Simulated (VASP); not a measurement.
# Cu: single point with PBE

Cu:

```xyz
1
Lattice="2.1120 0.0000 0.0000 -1.0560 1.8291 0.0000 0.0000 0.0000 2.0209" Properties=species:S:1:pos:R:3 pbc="T T T"
Cu    0.0000    0.0000    0.0000
```

| Property | Result |
| --- | --- |
| Program | VASP 6.6.1 |
| Task | single point |
| Functional | PBE |
| Potentials or basis | VASP PAW PBE potentials, release 64 (Cu_sv_GW) |
| Cutoff | 700 eV |
| k mesh | 17 × 17 × 16 |
| Occupations | fermi-dirac, width 0.05 eV |
| Spin | no spin polarisation |

```
Pressure : 205.9 GPa
```

Stress tensor (GPa, compression positive):
```
205.84   0.00   0.00
  0.00 205.84   0.00
  0.00   0.00 205.96
```

Levels at points of the mesh, in eV from the Fermi level:
```
           k point  band 6  band 7  band 8  band 9  band 10  band 11  band 12  band 13  band 14  band 15
(0.00, 0.00, 0.00)   -7.38   -4.83   -4.83   -1.89    -1.89    23.02    26.18    29.40    32.87    32.87
(0.00, 0.00, 0.50)   -4.38   -4.38   -4.26   -3.49    -3.49     4.23    32.37    36.02    36.02    37.19
```

Wall time 22 s on 1 thread of Intel(R) Xeon(R) 6975P-C (Granite Rapids), on a shared host, peak memory 0.18 GiB.
